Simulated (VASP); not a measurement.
Wanted: the native input for a VASP 6.6.1 run.

```
Task                   : single point
Functional             : PBE
Potentials or basis    : VASP PAW PBE potentials, release 64 (Sc_sv)
Cutoff                 : 520 eV
k mesh                 : 13 × 13 × 13
Occupations            : fermi-dirac, width 0.05 eV
Spin                   : no spin polarisation
Dipole correction      : no
Further INCAR settings : ALGO = Normal; EDIFF = 1e-06; NBANDS = 12
```

The structure of Sc lies in POSCAR:

```
Sc
1.0
   -1.8387250820      1.8387250820      1.8387250820
    1.8387250820     -1.8387250820      1.8387250820
    1.8387250820      1.8387250820     -1.8387250820
Sc
1
Direct
    0.0000000000      0.0000000000      0.0000000000
```

This isn't the form of Sc at room conditions, which is hcp.

These files were run (other wordings do the same):

INCAR

```
SYSTEM = Sc
PREC = Accurate
ENCUT = 520
EDIFF = 1E-6
ISMEAR = -1
SIGMA = 0.05
LREAL = .False.
LASPH = .True.
NELM = 60
ALGO = Normal
ISIF = 2
LWAVE = .False.
LCHARG = .False.
GGA = PE
NBANDS = 12
```

KPOINTS

```
Automatic mesh
0
Gamma
  13 13 13
  0 0 0
```

Potentials or basis: VASP PAW PBE potentials, release 64 (Sc_sv).

Launch:

```bash
$ cat potpaw_PBE.64/Sc_sv/POTCAR > POTCAR
$ mpirun -np 1 vasp_std > vasp.out
```

It gave:

```yaml
Pressure: 0.0 GPa
Band_gap_on_the_k_mesh: zero (an odd number of electrons rules out a gap without spin polarisation)
```

It took 20 s on 1 thread of AMD EPYC 7R13 Processor (Zen 3), on a shared host, peak memory 0.12 GiB.
